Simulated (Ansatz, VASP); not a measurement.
## Ir: VASP beside Ansatz

```xyz
1
Lattice="0.0000 1.9365 1.9365 1.9365 0.0000 1.9365 1.9365 1.9365 0.0000" Properties=species:S:1:pos:R:3 pbc="T T T"
Ir    0.0000    0.0000    0.0000
```

Alike in both runs: functional PBE; k mesh 18 × 18 × 18; occupations fermi-dirac, width 0.05 eV; non-collinear spin, spin-orbit coupling.

Ansatz relaxed the structure, and its values are those at the end. VASP's run is a single point on that final structure, the one shown.

|  | VASP | Ansatz |
| --- | --- | --- |
| version | VASP 6.6.1 | Ansatz 0.2.0 |
| potentials or method | VASP PAW PBE potentials, release 64 (Ir), cutoff 500 eV | all-electron LAPW |

|  | VASP | Ansatz | Ansatz less VASP |
| --- | --- | --- | --- |
| pressure (GPa) | 1.0 | 0.0 | -0.99 |
| net moment per atom (μB) | 0.00 | 0.00 | 0.000 |

Ansatz ran all-electron here, and VASP with PAW potentials.
